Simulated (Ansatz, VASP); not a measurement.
**One calculation of Si4Se3, two programs**

```
Si Se
1.0
     3.70147    0.00000    0.00000
     0.00000    3.85602    0.00000
     0.00000    0.00000   25.43602
Si Se
8 6
Direct
  0.50000 0.50000 0.80831
  0.50000 0.00000 0.75652
  0.00000 0.50000 0.17222
  0.50000 0.00000 0.06445
  0.50000 0.50000 0.11711
  0.00000 0.50000 0.41046
  0.50000 0.00000 0.51828
  0.00000 0.00000 0.46318
  0.00000 0.50000 0.86454
  0.00000 0.00000 0.70031
  0.00000 0.00000 0.22672
  0.00000 0.00000 0.00773
  0.50000 0.50000 0.35377
  0.50000 0.50000 0.57280
```

Alike in both runs: functional PBE; k mesh 4 × 4 × 1; occupations gaussian, width 0.2 eV; no spin polarisation.

Ansatz relaxed the structure, and its values are those at the end. VASP's run is a single point on that final structure, the one shown.

```csv
,VASP,Ansatz
version,VASP 6.6.1,Ansatz 0.2.0
potentials or method,"VASP PAW PBE potentials, release 64 (Si, Se), cutoff 520 eV","scalar-relativistic, plane waves, PAW"
valence electrons in the cell,68,128
```

|  | VASP | Ansatz | Ansatz less VASP |
| --- | --- | --- | --- |
| pressure (GPa) | 0.3 | 0.2 | -0.03 |
| rms of the force components (eV/Å) | 0.014 | 0.005 | -0.0091 |

VASP's potentials hold 68 valence electrons a cell and Ansatz's 128, so a difference there can come from the potentials and not from the codes.

The k mesh is coarse, so the values compare programs but aren't converged.
